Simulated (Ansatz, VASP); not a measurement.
## Two plane-wave programs on SiO2

```
Si O
1.0
     4.26760    0.00000    0.00000
     0.00000    4.26760    0.00000
     0.00000    0.00000    2.77050
Si O
2 4
Direct
  0.50000 0.50000 0.50000
  0.00000 0.00000 0.00000
  0.69301 0.69301 0.00000
  0.19301 0.80699 0.50000
  0.30699 0.30699 0.00000
  0.80699 0.19301 0.50000
```

Alike in both runs: task single point; functional PBE; k mesh 6 × 6 × 8; occupations gaussian, width 0.05 eV; no spin polarisation.

|  | VASP | Ansatz |
| --- | --- | --- |
| version | VASP 6.6.1 | Ansatz 0.2.0 |
| potentials or method | VASP PAW PBE potentials, release 64 (Si, O), cutoff 520 eV | scalar-relativistic, plane waves, PAW |
| valence electrons in the cell | 32 | 32 |

VASP gave:

- gap on the k mesh at the Fermi level (eV): 4.19
- least direct gap on the mesh (eV): 4.19
- pressure (GPa): -12.8
- traceless stress, the component that is largest in VASP (GPa): -7.28
- rms of the force components (eV/Å): 0.042

Task: What did Ansatz give for the same quantities?

Result: gap on the k mesh at the Fermi level (eV): 4.21; least direct gap on the mesh (eV): 4.21; pressure (GPa): -13.0; traceless stress, the component that is largest in VASP (GPa): -7.67; rms of the force components (eV/Å): 0.049.

Atom by atom the forces differ by 0.007 eV/Å (rms over components).
